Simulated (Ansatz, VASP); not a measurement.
**Two plane-wave programs on Cd3InO**

```
Cd In O
1.0
     3.19671    0.00000    0.00000
     0.00000    5.84542    0.00000
     0.00000    0.00000    5.96458
Cd In O
3 1 1
Direct
  0.00000 0.00000 0.26922
  0.00000 0.00000 0.73078
  0.00000 0.50000 0.00000
  0.00000 0.50000 0.50000
  0.50000 0.00000 0.00000
```

Alike in both runs: functional PBE; k mesh 4 × 4 × 4; occupations gaussian, width 0.1 eV; no spin polarisation.

Ansatz relaxed the structure, and its values are those at the end. VASP's run is a single point on that final structure, the one shown.

```csv
,VASP,Ansatz
version,VASP 6.6.1,Ansatz 0.2.0
potentials or method,"VASP PAW PBE potentials, release 64 (Cd, In_d, O), cutoff 520 eV","scalar-relativistic, plane waves, PAW"
valence electrons in the cell,55,79
```

|  | VASP | Ansatz | Ansatz less VASP |
| --- | --- | --- | --- |
| gap on the k mesh at the Fermi level (eV) | none | none | - |
| pressure (GPa) | 0.5 | 0.1 | -0.42 |
| rms of the force components (eV/Å) | 0.035 | 0.007 | -0.0280 |

A gap of «none» marks a metal or a gap that the smearing closes. VASP's potentials hold 55 valence electrons a cell and Ansatz's 79, so a difference there can come from the potentials and not from the codes.

The k mesh is coarse, so the values compare programs but aren't converged.
